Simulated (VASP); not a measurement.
# ZnO (P6_3mc) in VASP: single point with LDA

Aim: the single point of ZnO with LDA.

Everything below comes from runs of VASP 6.6.1. Logs are shortened: lines on timing, memory, paths and dates and some standing lists are left out, and cuts for length are marked.

### 1 The cell of the first run

Symmetry: P6_3mc, No. 186, hexagonal system. Conventional cell: a = 3.187 Å, b = 3.187 Å, c = 4.586 Å, α = 90.00°, β = 90.00°, γ = 120.00°. Zn (site symmetry 3m) has 4 O at 1.74 to 1.92 Å within 2.3 Å. Within 2.3 Å of O (site symmetry 3m) lie 4 Zn at 1.74 to 1.92 Å.

### 2 Single point, LDA (engineering shear strain xz +0.0000, normal strain along z -0.1100)

Contents of INCAR:

```
PREC = Accurate ; ENCUT = 520
EDIFF = 1E-6 ; ISMEAR = 0
SIGMA = 0.05 ; LREAL = False
LASPH = True ; NELM = 100
ALGO = Normal ; ISIF = 2
LWAVE = False ; LCHARG = False
NBANDS = 26
```

Contents of KPOINTS:

```
Automatic mesh
0
Gamma
  12 12 6
```

Contents of POSCAR:

```
ZnO
1.0
    3.1871780739      0.0000000000      0.0000000000
   -1.5935890369      2.7601771784      0.0000000000
    0.0000000000      0.0000000000      4.5863414699
Zn O
2 2
Direct
    0.3333333333      0.6666666667      0.0018514197
    0.6666666667      0.3333333333      0.5018514197
    0.3333333333      0.6666666667      0.3802485803
    0.6666666667      0.3333333333      0.8802485803
```

Potentials or basis: VASP PAW LDA potentials, release 64 (Zn, O).

Command:

```bash
$ cat potpaw_LDA.64/Zn/POTCAR potpaw_LDA.64/O/POTCAR > POTCAR
$ mpirun -np 1 vasp_std > vasp.out
```

OUTCAR:

```text
PREC = Accurate
   ENCUT = 520
   EDIFF = 1E-6
   ISMEAR = 0
   LREAL = False
   LASPH = True
   NELM = 100
   ISIF = 2

 ion  position               nearest neighbor table
   1  0.333  0.667  0.002-   3 1.74   4 1.92   4 1.92   4 1.92   2 2.94   2 2.94   2 2.94   2 2.94
                             2 2.94   2 2.94
   2  0.667  0.333  0.502-   4 1.74   3 1.92   3 1.92   3 1.92   1 2.94   1 2.94   1 2.94   1 2.94
                             1 2.94   1 2.94
   3  0.333  0.667  0.380-   1 1.74   2 1.92   2 1.92   2 1.92
   4  0.667  0.333  0.880-   2 1.74   1 1.92   1 1.92   1 1.92

  LATTYP: Found a hexagonal cell.
 ALAT       =     3.1871780739
 C/A-ratio  =     1.4389975595

  Lattice vectors:

 A1 = (   3.1871780739,   0.0000000000,   0.0000000000)
 A2 = (  -1.5935890369,   2.7601771784,   0.0000000000)
 A3 = (   0.0000000000,   0.0000000000,   4.5863414699)

Analysis of symmetry for initial positions (statically):
=====================================================================
 Subroutine PRICEL returns:
 Original cell was already a primitive cell.

 Routine SETGRP: Setting up the symmetry group for a
 hexagonal supercell.

 Subroutine GETGRP returns: Found 12 space group operations
 (whereof  6 operations were pure point group operations)
 out of a pool of 24 trial point group operations.

The static configuration has the point symmetry C_3v.
 The point group associated with its full space group is C_6v.

Analysis of symmetry for dynamics (positions and initial velocities):
=====================================================================
 Subroutine PRICEL returns:
 Original cell was already a primitive cell.

 Routine SETGRP: Setting up the symmetry group for a
 hexagonal supercell.

 Subroutine GETGRP returns: Found 12 space group operations
 (whereof  6 operations were pure point group operations)
 out of a pool of 24 trial point group operations.

The dynamic configuration has the point symmetry C_3v.
 The point group associated with its full space group is C_6v.

 Subroutine INISYM returns: Found 12 space group operations
 (whereof  6 operations are pure point group operations),
 and found     1 'primitive' translations

----------------------------------------------------------------------------------------

                                     Primitive cell

  volume of cell :      40.3469

  direct lattice vectors                    reciprocal lattice vectors
     3.187178074  0.000000000  0.000000000     0.313757179  0.181147791  0.000000000
    -1.593589037  2.760177178  0.000000000     0.000000000  0.362295583  0.000000000
     0.000000000  0.000000000  4.586341470     0.000000000  0.000000000  0.218038715

  length of vectors
     3.187178074  3.187178074  4.586341470     0.362295583  0.362295583  0.218038715

  position of ions in fractional coordinates (direct lattice)
     0.333333333  0.666666667  0.001851420
     0.666666667  0.333333333  0.501851420
     0.333333333  0.666666667  0.380248580
     0.666666667  0.333333333  0.880248580

  ion indices of the primitive-cell ions
   primitive index   ion index
                 1           1
                 2           2
                 3           3
                 4           4

----------------------------------------------------------------------------------------

 KPOINTS: Automatic mesh

Automatic generation of k-mesh.
 Grid dimensions read from file:
 generate k-points for:   12   12    6

 Generating k-lattice:

  Cartesian coordinates                     Fractional coordinates (reciprocal lattice)
     0.026146432  0.015095649  0.000000000     0.083333333  0.000000000  0.000000000
     0.000000000  0.030191299  0.000000000     0.000000000  0.083333333  0.000000000
     0.000000000  0.000000000  0.036339786     0.000000000  0.000000000  0.166666667

  Length of vectors
     0.030191299  0.030191299  0.036339786

  Shift w.r.t. Gamma in fractional coordinates (k-lattice)
     0.000000000  0.000000000  0.000000000

 Subroutine IBZKPT returns following result:
 ===========================================

 Found     76 irreducible k-points:

 Following reciprocal coordinates:
            Coordinates               Weight
  0.000000  0.000000  0.000000      1.000000
  0.083333 -0.000000  0.000000      6.000000
  0.166667  0.000000  0.000000      6.000000
  0.250000 -0.000000  0.000000      6.000000
  0.333333 -0.000000  0.000000      6.000000
  0.416667  0.000000  0.000000      6.000000
[... 16 lines left out ...]
  0.250000 -0.000000  0.166667     12.000000
  0.333333 -0.000000  0.166667     12.000000
 [... further k-points ...]
   k-points           NKPTS =     76   k-points in BZ     NKDIM =     76   number of bands    NBANDS=     26
   number of dos      NEDOS =    301   number of ions     NIONS =      4
   total plane-waves  NPLWV =  20736
   dimension x,y,z NGX =    24 NGY =   24 NGZ =   36
   dimension x,y,z NGXF=    48 NGYF=   48 NGZF=   72
   ions per type =               2   2
   NGX,Y,Z   is equivalent  to a cutoff of  12.52, 12.52, 13.05 a.u.
   NGXF,Y,Z  is equivalent  to a cutoff of  25.04, 25.04, 26.10 a.u.
 SYSTEM =  unknown system
   PREC   = accura    normal or accurate (medium, high low for compatibility)
   ISTART =      0    job   : 0-new  1-cont  2-samecut
   ICHARG =      2    charge: 1-file 2-atom 10-const
   ISPIN  =      1    spin polarized calculation?
   LNONCOLLINEAR =      F non collinear calculations
   LSORBIT =      F    spin-orbit coupling
   LASPH  =      T    aspherical Exc in radial PAW
   ENCUT  =  520.0 eV  38.22 Ry    6.18 a.u.   5.93  5.93  8.53*2*pi/ulx,y,z
   NELM   =    100;   NELMIN=  2; NELMDL= -5     # of ELM steps
   EDIFF  = 0.1E-05   stopping-criterion for ELM
   LREAL  =      F    real-space projection
   EDIFFG = 0.1E-04   stopping-criterion for IOM
   NSW    =      0    number of steps for IOM
   IBRION =     -1    ionic relax: 0-MD 1-quasi-New 2-CG
   NFREE  =      0    steps in history (QN), initial steepest desc. (CG)
   ISIF   =      2    stress and relaxation
   ISYM   =      2    0-nonsym 1-usesym 2-fastsym
   POTIM  = 0.5000    time-step for ionic-motion
   TEBEG  =    0.0;   TEEND  =   0.0 temperature during run
   PSTRESS=    0.0 pullay stress
   NELECT =      36.0000    total number of electrons
   NUPDOWN=      -1.0000    fix difference up-down
   EMIN   =  10.00;   EMAX   =-10.00  energy-range for DOS
   EFERMI =   0.00;   METHOD = LEGACY
   ISMEAR =     0;   SIGMA  =   0.05  broadening in eV -4-tet -1-fermi 0-gaus
   EFERMI_NEDOS =   21; number of points for ismear=-14 and -15
   IALGO  =     38    algorithm
   IMIX   =      4    mixing-type and parameters
     AMIX     =   0.40;   BMIX     =  1.00
     AMIX_MAG =   1.60;   BMIX_MAG =  1.00
  volume/ion in A,a.u.               =      10.09        68.07
  Fermi-wavevector in a.u.,A,eV,Ry     =   1.576059  2.978319 33.796349  2.483962
  Thomas-Fermi vector in A             =   2.676949
   LORBIT       =      0    0 simple, 1 ext, 2 COOP (PROOUT), +10 PAW based schemes
   GGA     = CA    functional components
   LHFCALC =     F    Hartree Fock is set to
   AEXX    =    0.0000 exact exchange contribution
   IVDW    =     0    specifies the selected vdW correction
   LEPSILON=     F    determine dielectric tensor
   LRPA    =     F    only Hartree local field effects (RPA)
 non-spin polarized calculation
 Gauss-broadening in eV      SIGMA  =   0.05
  energy-cutoff  :      520.00
  volume of cell :       40.35
 maximum number of plane-waves:      1098
 NGX is ok and might be reduce to    24
   NGX = 11   NGY = 11   NGZ = 17

 number of electron      35.9999990 magnetization

 Free energy of the ion-electron system (eV)
  ---------------------------------------------------
  ext. energy  EPLUGINS =         0.00000000
  ---------------------------------------------------
  free energy    TOTEN  =       -20.25395309 eV

  energy without entropy =      -20.25395309  energy(sigma->0) =      -20.25395309

 E-fermi :   2.8065     XC(G=0): -12.3526

 val. band max:        2.5719520173   @ k =   0.0000   0.0000   0.0000
 cond. band min:       3.5927870662   @ k =   0.0000   0.0000   0.0000
 fundamental gap:      1.0208350489
 Fermi energy:         2.8064907049

 k-point     1 :       0.0000    0.0000    0.0000
  band No.  band energies     occupation
      1     -16.8068      2.00000
      2     -15.5125      2.00000
      3      -4.2912      2.00000
      4      -4.1622      2.00000
      5      -4.1495      2.00000
      6      -4.1495      2.00000
[... 18 lines left out ...]
     25      16.8783      0.00000
     26      18.7651      0.00000

 k-point     2 :       0.0833   -0.0000    0.0000
  band No.  band energies     occupation
      1     -16.7578      2.00000
      2     -15.5001      2.00000
      3      -4.2777      2.00000
      4      -4.2368      2.00000
      5      -4.1275      2.00000
      6      -4.0761      2.00000
[... 18 lines left out ...]
     25      17.0139      0.00000
     26      19.0577      0.00000

 k-point     3 :       0.1667    0.0000    0.0000
  band No.  band energies     occupation
      1     -16.6182      2.00000
      2     -15.4693      2.00000
      3      -4.4308      2.00000
      4      -4.1523      2.00000
      5      -4.0711      2.00000
      6      -4.0118      2.00000
[... 18 lines left out ...]
     25      17.2517      0.00000
     26      17.9172      0.00000

 k-point     4 :       0.2500   -0.0000    0.0000
  band No.  band energies     occupation
      1     -16.4121      2.00000
      2     -15.4372      2.00000
      3      -4.5899      2.00000
      4      -4.1397      2.00000
      5      -4.0054      2.00000
      6      -3.9480      2.00000
[... 18 lines left out ...]
     25      16.7481      0.00000
     26      17.1977      0.00000
[... 496 lines left out ...]
      1     -16.5417      2.00000
      2     -15.5447      2.00000
      3      -4.5193      2.00000
      4      -4.4085      2.00000
      5      -4.0657      2.00000
      6      -4.0426      2.00000
[... 18 lines left out ...]
     25      16.8317      0.00000
     26      17.5920      0.00000

 k-point    23 :       0.2500   -0.0000    0.1667
  band No.  band energies     occupation
      1     -16.3440      2.00000
      2     -15.4974      2.00000
      3      -4.6691      2.00000
      4      -4.4052      2.00000
      5      -3.9928      2.00000
      6      -3.9735      2.00000
[... 18 lines left out ...]
     25      16.6705      0.00000
     26      16.9027      0.00000

 k-point    24 :       0.3333   -0.0000    0.1667
  band No.  band energies     occupation
      1     -16.1214      2.00000
      2     -15.4680      2.00000
      3      -4.7710      2.00000
      4      -4.4593      2.00000
      5      -3.9340      2.00000
      6      -3.8951      2.00000
[... 18 lines left out ...]
     25      16.1908      0.00000
     26      16.8869      0.00000

 [... further k-points ...]

------------------------ aborting loop because EDIFF is reached ----------------------------------------

  FORCE on cell =-STRESS in cart. coord.  units (eV):
  Direction    XX          YY          ZZ          XY          YZ          ZX
  --------------------------------------------------------------------------------------
  -------------------------------------------------------------------------------------
  Total        3.3763262      3.3763262     16.9095008      0.0000000     -0.0000000      0.0000000
  in kB      134.0742285    134.0742285    671.4778506      0.0000000     -0.0000000      0.0000000
  external PRESSURE =     313.2087692 kB  Pullay stress =       0.0000000 kB

 VOLUME and BASIS-vectors are now :
 -----------------------------------------------------------------------------
  energy-cutoff  :      520.00
  volume of cell :       40.35
      direct lattice vectors                 reciprocal lattice vectors
     3.187178074  0.000000000  0.000000000     0.313757179  0.181147791  0.000000000
    -1.593589037  2.760177178  0.000000000     0.000000000  0.362295583  0.000000000
     0.000000000  0.000000000  4.586341470     0.000000000  0.000000000  0.218038715

 POSITION                                       TOTAL-FORCE (eV/Angst)
 -----------------------------------------------------------------------------------
     -0.00000      1.84012      0.00849         0.000000      0.000000     -2.930625
      1.59359      0.92006      2.30166        -0.000000      0.000000     -2.930625
     -0.00000      1.84012      1.74395        -0.000000      0.000000      2.930625
      1.59359      0.92006      4.03712         0.000000     -0.000000      2.930625
 -----------------------------------------------------------------------------------
    total drift:                                0.000000      0.000001     -0.000768

  FREE ENERGIE OF THE ION-ELECTRON SYSTEM (eV)
  ---------------------------------------------------
  free  energy   TOTEN  =       -20.2539530874 eV

  energy  without entropy=      -20.2539530874  energy(sigma->0) =      -20.25395309
```

Run time: 92 s. Hardware: 1 thread of Intel Xeon 8259CL, shared host; peak memory 0.18 GiB.

What came out:

- Free energy: -20.2540 eV
- Pressure: 31.3 GPa
- Largest force: 2.931 eV/Å
- Band gap on the k mesh: 1.02 eV, direct

Forces in eV/Å, atoms in the order of the input:
```
Zn   0.000  0.000 -2.931
Zn   0.000  0.000 -2.931
O    0.000  0.000  2.931
O    0.000  0.000  2.931
```

Stress tensor (GPa, compression positive):
```
13.41  0.00  0.00
 0.00 13.41  0.00
 0.00  0.00 67.15
```

Levels at points of the mesh, in eV from the valence-band top:
```
           k point  band 15  band 16  band 17  band 18  band 19  band 20  band 21  band 22
(0.00, 0.00, 0.00)    -1.48    -0.11    -0.11     0.00     1.02     5.26     9.83    12.43
(0.50, 0.00, 0.00)    -3.36    -3.28    -1.45    -0.97     6.22     6.56     8.39     8.70
(0.00, 0.00, 0.50)    -0.78    -0.78    -0.78    -0.78     3.88     3.88    11.63    11.63
(0.50, 0.00, 0.50)    -2.01    -2.01    -1.23    -1.23     5.91     5.91     8.94     8.94
```

Caveat: the cell differs from its parent crystal (engineering shear strain xz +0.0000, normal strain along z -0.1100); forces of over 1 eV/Å act on the atoms, so gaps and moduli don't describe the material at rest.
